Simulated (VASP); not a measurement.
# Al (P2_1) in VASP: a series of runs

Runs on Al. Level: PBE+D3(BJ). Tasks: single point.

Everything below comes from runs of VASP 6.6.1. Logs are shortened: lines on timing, memory, paths and dates and some standing lists are left out, and cuts for length are marked.

### Step 1. The cell of the first run

It takes space group P2_1 (No. 4, monoclinic). Conventional cell: a = 2.814 Å, b = 9.241 Å, c = 2.814 Å, α = 90.00°, β = 120.00°, γ = 90.00°. Al (site symmetry 1) has 12 Al at 2.53 to 3.21 Å within 3.3 Å. Al (site symmetry 1) has 12 Al at 2.53 to 3.21 Å within 3.3 Å.

### Step 2. Single point, PBE+D3(BJ) (atoms displaced along several vibrational modes)

The input, INCAR:

```
ALGO = Fast
EDIFF = 1E-6
ENCUT = 520
GGA = PE
ISIF = 2
ISMEAR = 0
IVDW = 12
LASPH = True
LCHARG = True
LELF = True
LREAL = False
LVHAR = True
LWAVE = False
NBANDS = 14
NELM = 80
PREC = Accurate
SIGMA = 0.15
```

The input, KPOINTS:

```
k-points
0
Gamma
  18 18 4
```

The input, POSCAR:

```
Al
1.0
    2.8144222649      0.0000000000      0.0000000000
   -1.4072111325      2.4373611784      0.0000000000
    0.0000000000      0.0000000000      9.2410470711
Al
4
Direct
   -0.2468150496     -0.0622804701      0.0000000000
    0.3333333333      0.6666666667      0.2500000000
    0.2468150496      0.0622804701      0.5000000000
    0.6666666667      0.3333333333      0.7500000000
```

Potentials or basis: VASP PAW PBE potentials, release 64 (Al).

Launch:

```sh
cat potpaw_PBE.64/Al/POTCAR > POTCAR
mpirun -np 1 vasp_std > vasp.out
```

OUTCAR:

```text
EDIFF = 1E-6
   ENCUT = 520
   GGA = PE
   ISIF = 2
   ISMEAR = 0
   IVDW = 12
   LASPH = True
   LREAL = False
   NELM = 80
   PREC = Accurate
 IVDW          = 12

 ion  position               nearest neighbor table
   1  0.753  0.938  0.000-   2 2.53   4 2.63   4 2.81   2 2.98   2 3.14   4 3.21
   2  0.333  0.667  0.250-   1 2.53   3 2.63   3 2.81   1 2.98   1 3.14   3 3.21
   3  0.247  0.062  0.500-   4 2.53   2 2.63   2 2.81   4 2.98   4 3.14   2 3.21
   4  0.667  0.333  0.750-   3 2.53   1 2.63   1 2.81   3 2.98   3 3.14   1 3.21

  LATTYP: Found a hexagonal cell.
 ALAT       =     2.8144222649
 C/A-ratio  =     3.2834614714

  Lattice vectors:

 A1 = (   2.8144222649,   0.0000000000,   0.0000000000)
 A2 = (  -1.4072111325,   2.4373611784,   0.0000000000)
 A3 = (   0.0000000000,   0.0000000000,   9.2410470711)

Analysis of symmetry for initial positions (statically):
=====================================================================
 Subroutine PRICEL returns:
 Original cell was already a primitive cell.

 Routine SETGRP: Setting up the symmetry group for a
 hexagonal supercell.

 Subroutine GETGRP returns: Found  2 space group operations
 (whereof  1 operations were pure point group operations)
 out of a pool of 24 trial point group operations.

The static configuration has the point symmetry C_1 .
 The point group associated with its full space group is C_2 .

Analysis of symmetry for dynamics (positions and initial velocities):
=====================================================================
 Subroutine PRICEL returns:
 Original cell was already a primitive cell.

 Routine SETGRP: Setting up the symmetry group for a
 hexagonal supercell.

 Subroutine GETGRP returns: Found  2 space group operations
 (whereof  1 operations were pure point group operations)
 out of a pool of 24 trial point group operations.

The dynamic configuration has the point symmetry C_1 .
 The point group associated with its full space group is C_2 .

 Subroutine INISYM returns: Found  2 space group operations
 (whereof  1 operations are pure point group operations),
 and found     1 'primitive' translations

----------------------------------------------------------------------------------------

                                     Primitive cell

  volume of cell :      63.3914

  direct lattice vectors                    reciprocal lattice vectors
     2.814422265  0.000000000  0.000000000     0.355312709  0.205139888  0.000000000
    -1.407211133  2.437361178  0.000000000     0.000000000  0.410279777  0.000000000
     0.000000000  0.000000000  9.241047071     0.000000000  0.000000000  0.108212846

  length of vectors
     2.814422265  2.814422265  9.241047071     0.410279777  0.410279777  0.108212846

  position of ions in fractional coordinates (direct lattice)
     0.753184950  0.937719530  0.000000000
     0.333333333  0.666666667  0.250000000
     0.246815050  0.062280470  0.500000000
     0.666666667  0.333333333  0.750000000

  ion indices of the primitive-cell ions
   primitive index   ion index
                 1           1
                 2           2
                 3           3
                 4           4

----------------------------------------------------------------------------------------

 KPOINTS: k-points

Automatic generation of k-mesh.
 Grid dimensions read from file:
 generate k-points for:   18   18    4

 Generating k-lattice:

  Cartesian coordinates                     Fractional coordinates (reciprocal lattice)
     0.019739595  0.011396660  0.000000000     0.055555556  0.000000000  0.000000000
     0.000000000  0.022793321  0.000000000     0.000000000  0.055555556  0.000000000
     0.000000000  0.000000000  0.027053211     0.000000000  0.000000000  0.250000000

  Length of vectors
     0.022793321  0.022793321  0.027053211

  Shift w.r.t. Gamma in fractional coordinates (k-lattice)
     0.000000000  0.000000000  0.000000000

 Subroutine IBZKPT returns following result:
 ===========================================

 Found    492 irreducible k-points:

 Following reciprocal coordinates:
            Coordinates               Weight
  0.000000  0.000000  0.000000      1.000000
  0.055556  0.000000  0.000000      2.000000
  0.000000  0.055556  0.000000      2.000000
 -0.055556  0.055556  0.000000      2.000000
  0.111111  0.000000  0.000000      2.000000
  0.000000  0.111111  0.000000      2.000000
[... 16 lines left out ...]
  0.444444  0.000000  0.000000      2.000000
  0.000000  0.444444  0.000000      2.000000
 [... further k-points ...]
   k-points           NKPTS =    492   k-points in BZ     NKDIM =    492   number of bands    NBANDS=     14
   number of dos      NEDOS =    301   number of ions     NIONS =      4
   total plane-waves  NPLWV =  40320
   dimension x,y,z NGX =    24 NGY =   24 NGZ =   70
   dimension x,y,z NGXF=    48 NGYF=   48 NGZF=  140
   ions per type =               4
   NGX,Y,Z   is equivalent  to a cutoff of  14.18, 14.18, 12.59 a.u.
   NGXF,Y,Z  is equivalent  to a cutoff of  28.35, 28.35, 25.19 a.u.
 SYSTEM =  unknown system
   PREC   = accura    normal or accurate (medium, high low for compatibility)
   ISTART =      0    job   : 0-new  1-cont  2-samecut
   ICHARG =      2    charge: 1-file 2-atom 10-const
   ISPIN  =      1    spin polarized calculation?
   LNONCOLLINEAR =      F non collinear calculations
   LSORBIT =      F    spin-orbit coupling
   LASPH  =      T    aspherical Exc in radial PAW
   ENCUT  =  520.0 eV  38.22 Ry    6.18 a.u.   5.23  5.23 17.18*2*pi/ulx,y,z
   NELM   =     80;   NELMIN=  2; NELMDL= -5     # of ELM steps
   EDIFF  = 0.1E-05   stopping-criterion for ELM
   LREAL  =      F    real-space projection
   EDIFFG = 0.1E-04   stopping-criterion for IOM
   NSW    =      0    number of steps for IOM
   IBRION =     -1    ionic relax: 0-MD 1-quasi-New 2-CG
   NFREE  =      0    steps in history (QN), initial steepest desc. (CG)
   ISIF   =      2    stress and relaxation
   ISYM   =      2    0-nonsym 1-usesym 2-fastsym
   POTIM  = 0.5000    time-step for ionic-motion
   TEBEG  =    0.0;   TEEND  =   0.0 temperature during run
   PSTRESS=    0.0 pullay stress
   NELECT =      12.0000    total number of electrons
   NUPDOWN=      -1.0000    fix difference up-down
   EMIN   =  10.00;   EMAX   =-10.00  energy-range for DOS
   EFERMI =   0.00;   METHOD = LEGACY
   ISMEAR =     0;   SIGMA  =   0.15  broadening in eV -4-tet -1-fermi 0-gaus
   EFERMI_NEDOS =   21; number of points for ismear=-14 and -15
   IALGO  =     68    algorithm
   IMIX   =      4    mixing-type and parameters
     AMIX     =   0.40;   BMIX     =  1.00
     AMIX_MAG =   1.60;   BMIX_MAG =  1.00
  volume/ion in A,a.u.               =      15.85       106.95
  Fermi-wavevector in a.u.,A,eV,Ry     =   0.939994  1.776331 12.021957  0.883589
  Thomas-Fermi vector in A             =   2.067362
   LORBIT       =      0    0 simple, 1 ext, 2 COOP (PROOUT), +10 PAW based schemes
   GGA     = PE    functional components
   LHFCALC =     F    Hartree Fock is set to
   AEXX    =    0.0000 exact exchange contribution
   IVDW    =    12    specifies the selected vdW correction
   LEPSILON=     F    determine dielectric tensor
   LRPA    =     F    only Hartree local field effects (RPA)
 non-spin polarized calculation
 RMM-DIIS sequential band-by-band and
 Gauss-broadening in eV      SIGMA  =   0.15
  energy-cutoff  :      520.00
  volume of cell :       63.39
 maximum number of plane-waves:      1724
 NGX is ok and might be reduce to    24
   NGX = 11   NGY = 11   NGZ = 35

 number of electron      12.0000000 magnetization

 Free energy of the ion-electron system (eV)
  ---------------------------------------------------
  ext. energy  EPLUGINS =         0.00000000
  ---------------------------------------------------
  free energy    TOTEN  =       -14.57629364 eV

  energy without entropy =      -14.56018463  energy(sigma->0) =      -14.56823914

 E-fermi :   8.3797     XC(G=0): -10.3346

 val. band max:        8.3603161731   @ k =   0.1111   0.2778  -0.2500
 cond. band min:       8.3821156021   @ k =   0.1111   0.3333   0.0000
 fundamental gap:      0.0217994290
 Fermi energy:         8.3797127079

 k-point     1 :       0.0000    0.0000    0.0000
  band No.  band energies     occupation
      1      -2.9959      2.00000
      2      -1.2804      2.00000
      3      -1.2692      2.00000
      4       3.6029      2.00000
      5       3.9277      2.00000
      6      11.7180      0.00000
      7      11.7875      0.00000
      8      19.3417      0.00000
      9      19.6367      0.00000
     10      19.7905      0.00000
     11      20.0944      0.00000
     12      20.4295      0.00000
     13      20.6306      0.00000
     14      20.9065      0.00000

 k-point     2 :       0.0556    0.0000    0.0000
  band No.  band energies     occupation
      1      -2.9190      2.00000
      2      -1.2045      2.00000
      3      -1.1933      2.00000
      4       3.6735      2.00000
      5       4.0028      2.00000
      6      11.7806      0.00000
      7      11.8381      0.00000
      8      17.9433      0.00000
      9      18.4795      0.00000
     10      19.1067      0.00000
     11      19.2737      0.00000
     12      19.6233      0.00000
     13      19.8943      0.00000
     14      20.1677      0.00000
[... 343 lines left out ...]
      1       1.8364      2.00000
      2       3.4817      2.00000
      3       3.4899      2.00000
      4       4.4821      2.00000
      5       6.0322      2.00000
      6       6.0458      2.00000
      7       8.2683      1.70644
      8       8.8202      0.00003
      9      10.8090      0.00000
     10      11.2357      0.00000
     11      14.3482      0.00000
     12      14.5969      0.00000
     13      15.7093      0.00000
     14      15.8589      0.00000

 k-point    24 :       0.0000    0.4444    0.0000
  band No.  band energies     occupation
      1       1.8338      2.00000
      2       3.4658      2.00000
      3       3.4766      2.00000
      4       4.4573      2.00000
      5       6.1210      2.00000
      6       6.1431      2.00000
      7       8.2061      1.89840
      8       8.8263      0.00003
      9      10.7303      0.00000
     10      11.2609      0.00000
     11      14.3137      0.00000
     12      14.4668      0.00000
     13      16.0877      0.00000
     14      16.1813      0.00000

 [... further k-points ...]

------------------------ aborting loop because EDIFF is reached ----------------------------------------

 Edisp (eV)   -1.40346

 E8    (eV) :    -0.6281

  FORCE on cell =-STRESS in cart. coord.  units (eV):
  Direction    XX          YY          ZZ          XY          YZ          ZX
  --------------------------------------------------------------------------------------
  -------------------------------------------------------------------------------------
  Total       0.12815     0.30921     3.29673     0.02771     0.00000     0.00000
  in kB       3.23883     7.81506    83.32265     0.70030     0.00000     0.00000
  external pressure =       31.46 kB  Pullay stress =        0.00 kB

 VOLUME and BASIS-vectors are now :
 -----------------------------------------------------------------------------
  energy-cutoff  :      520.00
  volume of cell :       63.39
      direct lattice vectors                 reciprocal lattice vectors
     2.814422265  0.000000000  0.000000000     0.355312709  0.205139888  0.000000000
    -1.407211133  2.437361178  0.000000000     0.000000000  0.410279777  0.000000000
     0.000000000  0.000000000  9.241047071     0.000000000  0.000000000  0.108212846

 POSITION                                       TOTAL-FORCE (eV/Angst)
 -----------------------------------------------------------------------------------
      0.80021      2.28556      0.00000         0.518658      0.126914     -0.262809
     -0.00000      1.62491      2.31026        -0.197695     -0.418880      0.262809
      0.60700      0.15180      4.62052        -0.518658     -0.126914     -0.262809
      1.40721      0.81245      6.93079         0.197695      0.418880      0.262809
 -----------------------------------------------------------------------------------
    total drift:                                0.000000      0.000000     -0.000003

  FREE ENERGIE OF THE ION-ELECTRON SYSTEM (eV)
  ---------------------------------------------------
  free  energy   TOTEN  =       -15.9797506810 eV

  energy  without entropy=      -15.9636416736  energy(sigma->0) =      -15.97169618
```

It took 9.9 min on 1 thread of Intel Xeon 8259CL, shared host; peak memory 0.44 GiB.

Results:

```
Free energy                : -15.9798 eV
Pressure                   : 3.1 GPa
Largest force              : 0.595 eV/Å
Band gap on the k mesh     : zero (bands 6 and 7 overlap by 5.49 eV)
Dispersion energy per atom : -0.351 eV
```

Forces in eV/Å, atoms in the order of the input:
```
Al   0.519  0.127 -0.263
Al  -0.198 -0.419  0.263
Al  -0.519 -0.127 -0.263
Al   0.198  0.419  0.263
```

Levels at points of the mesh, in eV from the Fermi level:
```
           k point  band 3  band 4  band 5  band 6  band 7  band 8  band 9  band 10
(0.00, 0.00, 0.00)   -9.65   -4.78   -4.45    3.34    3.41   10.96   11.26    11.41
(0.50, 0.00, 0.00)   -3.81   -3.75   -3.58   -3.51    0.76    1.36    1.38     1.78
(0.00, 0.50, 0.00)   -3.97   -3.93   -3.34   -3.29    0.79    1.23    1.42     1.76
(0.50, 0.50, 0.00)   -3.86   -3.84   -3.46   -3.45    0.96    1.13    1.53     1.63
(0.00, 0.00, 0.50)   -7.53   -7.53   -0.95   -0.95    8.13    8.13   11.48    11.48
(0.50, 0.00, 0.50)   -4.84   -4.84   -2.11   -2.11   -1.00   -1.00    4.44     4.44
(0.00, 0.50, 0.50)   -4.86   -4.86   -1.93   -1.93   -1.13   -1.13    4.40     4.40
(0.50, 0.50, 0.50)   -4.86   -4.86   -2.07   -2.07   -1.01   -1.01    4.41     4.41
```

Caveat: the cell differs from its parent crystal (atoms displaced along several vibrational modes); the stress differs along the axes, from 0 to 8 GPa.

### Step 3. Single point, PBE+D3(BJ) (atoms displaced along several vibrational modes)

The input, INCAR:

```
SYSTEM = Al
PREC = Accurate
ENCUT = 520
EDIFF = 1E-6
ISMEAR = 0
SIGMA = 0.15
LREAL = .FALSE.
LASPH = .TRUE.
NELM = 80
ALGO = Fast
ISIF = 2
LWAVE = .FALSE.
LCHARG = .FALSE.
GGA = PE
IVDW = 12
NBANDS = 14
```

The input, KPOINTS:

```
Automatic mesh
0
G
  18 18 4
  0 0 0
```

The input, POSCAR:

```
Al
1.0
    2.8144222649      0.0000000000      0.0000000000
   -1.4072111325      2.4373611784      0.0000000000
    0.0000000000      0.0000000000      9.2410470711
Al
4
Direct
   -0.2862582575     -0.2490398245      0.0000000000
    0.3333333333      0.6666666667      0.2500000000
    0.2862582575      0.2490398245      0.5000000000
    0.6666666667      0.3333333333      0.7500000000
```

Potentials or basis: VASP PAW PBE potentials, release 64 (Al).

Launch:

```sh
cat potpaw_PBE.64/Al/POTCAR > POTCAR
mpirun -np 1 vasp_std > vasp.out
```

Run time: 9.3 min. Hardware: 1 thread of Intel Xeon 8259CL, shared host; peak memory 0.44 GiB.

The run converged. Its results:

| Property | Result |
| --- | --- |
| Free energy | -15.8273 eV |
| Pressure | 4.4 GPa |
| Largest force | 0.691 eV/Å |
| Band gap on the k mesh | zero (bands 6 and 7 overlap by 5.46 eV) |
| Dispersion energy per atom | -0.351 eV |

Forces in eV/Å, atoms in the order of the input:
```
Al   0.358  0.481 -0.228
Al  -0.616  0.213  0.228
Al  -0.358 -0.481 -0.228
Al   0.616 -0.213  0.228
```

Stress tensor (GPa, compression positive):
```
 1.05 -0.26  0.00
-0.26  0.50  0.00
 0.00  0.00 11.54
```

Levels at points of the mesh, in eV from the Fermi level:
```tsv
k point	band 4	band 5	band 6	band 7	band 8	band 9
(0.00, 0.00, 0.00)	-4.78	-4.44	3.33	3.39	10.76	11.38
(0.50, 0.00, 0.00)	-3.67	-3.64	-3.54	0.64	1.28	1.50
(0.00, 0.50, 0.00)	-3.73	-3.57	-3.51	0.76	1.35	1.38
(0.50, 0.50, 0.00)	-3.92	-3.32	-3.25	0.73	1.27	1.42
(0.00, 0.00, 0.50)	-7.52	-0.95	-0.95	8.04	8.04	11.52
(0.50, 0.00, 0.50)	-4.81	-2.11	-2.11	-1.01	-1.01	4.42
(0.00, 0.50, 0.50)	-4.83	-2.11	-2.11	-0.99	-0.99	4.39
(0.50, 0.50, 0.50)	-4.85	-1.91	-1.91	-1.13	-1.13	4.37
```

Caveat: the cell differs from its parent crystal (atoms displaced along several vibrational modes); the stress differs along the axes, from 0 to 12 GPa.

### Step 4. Single point, PBE+D3(BJ) (atoms displaced along several vibrational modes)

The input, INCAR:

```
PREC = Accurate
ENCUT = 520
EDIFF = 1E-6
ISMEAR = 0
SIGMA = 0.15
LREAL = False
LASPH = True
NELM = 100
ALGO = Fast
ISIF = 2
LWAVE = False
LCHARG = False
GGA = PE
IVDW = 12
NBANDS = 14
```

The input, KPOINTS:

```
regular mesh
0
Gamma
  18 18 4
```

The input, POSCAR:

```
Al
1.0
    2.8144222649      0.0000000000      0.0000000000
   -1.4072111325      2.4373611784      0.0000000000
    0.0000000000      0.0000000000      9.2410470711
Al
4
Direct
   -0.1784563815     -0.2490398245      0.0000000000
    0.3333333333      0.6666666667      0.2500000000
    0.1784563815      0.2490398245      0.5000000000
    0.6666666667      0.3333333333      0.7500000000
```

Launch:

```sh
cat potpaw_PBE.64/Al/POTCAR > POTCAR
mpirun -np 1 vasp_std > vasp.out
```

Run time: 9.8 min. Hardware: 1 thread of Intel Xeon 8259CL, shared host; peak memory 0.44 GiB.

It converged, with:

```yaml
Free_energy: -15.9799 eV
Pressure: 3.1 GPa
Largest_force: 0.608 eV/Å
Band_gap_on_the_k_mesh: zero (bands 6 and 7 overlap by 5.49 eV)
Dispersion_energy_per_atom: -0.351 eV
```

Forces in eV/Å, atoms in the order of the input:
```
Al   0.132  0.517  0.291
Al  -0.236  0.393 -0.291
Al  -0.132 -0.517  0.291
Al   0.236 -0.393 -0.291
```

Stress tensor (GPa, compression positive):
```
 0.59 -0.22  0.00
-0.22  0.51  0.00
 0.00  0.00  8.34
```

Levels at points of the mesh, in eV from the Fermi level:
```tsv
k point	band 3	band 4	band 5	band 6	band 7	band 8	band 9	band 10
(0.00, 0.00, 0.00)	-9.65	-4.78	-4.45	3.33	3.41	10.98	11.25	11.37
(0.50, 0.00, 0.00)	-3.87	-3.85	-3.45	-3.44	0.98	1.11	1.54	1.62
(0.00, 0.50, 0.00)	-3.81	-3.74	-3.58	-3.51	0.75	1.35	1.39	1.79
(0.50, 0.50, 0.00)	-3.97	-3.93	-3.35	-3.29	0.80	1.22	1.43	1.75
(0.00, 0.00, 0.50)	-7.54	-7.54	-0.95	-0.95	8.13	8.13	11.47	11.47
(0.50, 0.00, 0.50)	-4.86	-4.86	-2.07	-2.07	-1.02	-1.02	4.40	4.40
(0.00, 0.50, 0.50)	-4.84	-4.84	-2.11	-2.11	-1.01	-1.01	4.44	4.44
(0.50, 0.50, 0.50)	-4.86	-4.86	-1.94	-1.94	-1.12	-1.12	4.40	4.40
```

Caveat: the cell differs from its parent crystal (atoms displaced along several vibrational modes); the stress differs along the axes, from 1 to 8 GPa.

### Step 5. The runs side by side

| cell | gap on the mesh (eV) | pressure (GPa) | largest force (eV/Å) |
| --- | --- | --- | --- |
| as given, atomic positions A | none | 3.1 | 0.60 |
| as given, atomic positions B | none | 4.4 | 0.69 |
| as given, atomic positions C | none | 3.1 | 0.61 |

Alike in all rows: task single point; level PBE+D3(BJ); potentials or basis VASP PAW PBE potentials, release 64 (Al); no spin polarisation; k mesh 18 × 18 × 4; cutoff (eV) 520; smearing gaussian 0.15 eV.

Caveats: the stress differs along the axes, from 0 to 8 GPa (at least some runs); the stress differs along the axes, from 0 to 12 GPa (at least some runs); the stress differs along the axes, from 1 to 8 GPa (at least some runs).

Total energies depend on the potentials used, so only differences within one code and one set of settings carry meaning.

The gap in the log of VASP goes by the Fermi energy; the results here count the filled bands.